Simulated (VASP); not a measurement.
A run of VASP 6.6.1:

The input INCAR:

```
PREC = Accurate
ENCUT = 520
EDIFF = 1E-7
ISMEAR = 0
SIGMA = 0.15
LREAL = F
LASPH = T
NELM = 60
ALGO = Fast
ISIF = 2
LWAVE = F
LCHARG = T
GGA = PS
LELF = T
LVHAR = T
NBANDS = 8
```

File KPOINTS:

```
regular mesh
0
Gamma
  18 18 18
```

Contents of POSCAR:

```
Li
1.0
   -0.0330300000      2.2020000000      2.2020000000
    2.1689700000      0.0000000000      2.1689700000
    2.2020000000      2.2020000000     -0.0330300000
Li
1
Direct
    0.0000000000      0.0000000000      0.0000000000
```

Potentials or basis: VASP PAW PBE potentials, release 64 (Li_sv).

The run is started by

```console
$ cat potpaw_PBE.64/Li_sv/POTCAR > POTCAR
$ mpirun -np 1 vasp_std > vasp.out
```

Hardware: 1 thread of Oxide Virtual Turin-like Processor (shared host).

**Question.** Estimate the wall time of this run.

**Answer.** Run time: 6.2 min on 1 thread of Oxide Virtual Turin-like Processor, on a shared host, peak memory 0.19 GiB. Counts: scf iterations 18, k points 865.
